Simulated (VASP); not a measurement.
Wanted: the native input for a VASP 6.6.1 run.

* Task: relaxation of cell and atoms
* Functional: PBEsol
* Potentials or basis: VASP PAW PBE potentials, release 64 (Ti_sv)
* Cutoff: 600 eV
* k mesh: 18 × 18 × 18
* Occupations: gaussian, width 0.1 eV
* Spin: no spin polarisation
* Target pressure: 8 GPa
* Dipole correction: no
* Further INCAR settings: ALGO = Normal; EDIFF = 1e-07; IBRION = 2; EDIFFG = -0.008; NSW = 70; ISIF = 3

The structure of Ti lies in POSCAR:

```
Ti
1.0
    0.0000000000      1.9851772441      1.9851772441
    1.9851772441      0.0000000000      1.9851772441
    1.9851772441      1.9851772441      0.0000000000
Ti
1
Direct
    0.0000000000      0.0000000000      0.0000000000
```

This isn't the form of Ti at room conditions, which is hcp.

One way to write it, as run:

INCAR

```
PREC = Accurate
ENCUT = 600
EDIFF = 1E-7
ISMEAR = 0
SIGMA = 0.1
LREAL = F
LASPH = T
NELM = 100
ALGO = Normal
ISIF = 3
LWAVE = F
LCHARG = F
GGA = PS
IBRION = 2
NSW = 70
EDIFFG = -0.008
PSTRESS = 80.0
```

KPOINTS

```
Automatic mesh
0
Gamma
  18 18 18
```

Potentials or basis: VASP PAW PBE potentials, release 64 (Ti_sv).

The run is started by

```sh
$ cat potpaw_PBE.64/Ti_sv/POTCAR > POTCAR
$ mpirun -np 1 vasp_std > vasp.out
```

It gave:

```
Relaxed volume                                             : 15.61 Å³/atom
Relaxed cell                                               : a = 2.805 Å, b = 2.805 Å, c = 2.805 Å, α = 60.00°, β = 60.00°, γ = 60.00°
Space group after relaxing (to 0.1 Å)                      : Fm-3m (No. 225)
Energy change on relaxing (the run minimises the enthalpy) : +1.7 meV/atom
Ionic steps                                                : 3
Pressure after relaxing                                    : 8.0 GPa
Band gap on the k mesh                                     : zero (bands 6 and 7 overlap by 1.45 eV)
```

Caveat: the cell is relaxed towards a set pressure, so the run minimises the enthalpy, not the energy; the PAW data sets were made with another functional, which shifts forces and pressure a little.

Run time: 39 s on 1 thread of AMD EPYC 9R45 96-Core Processor (Zen 5), with other jobs on the host, peak memory 0.14 GiB.
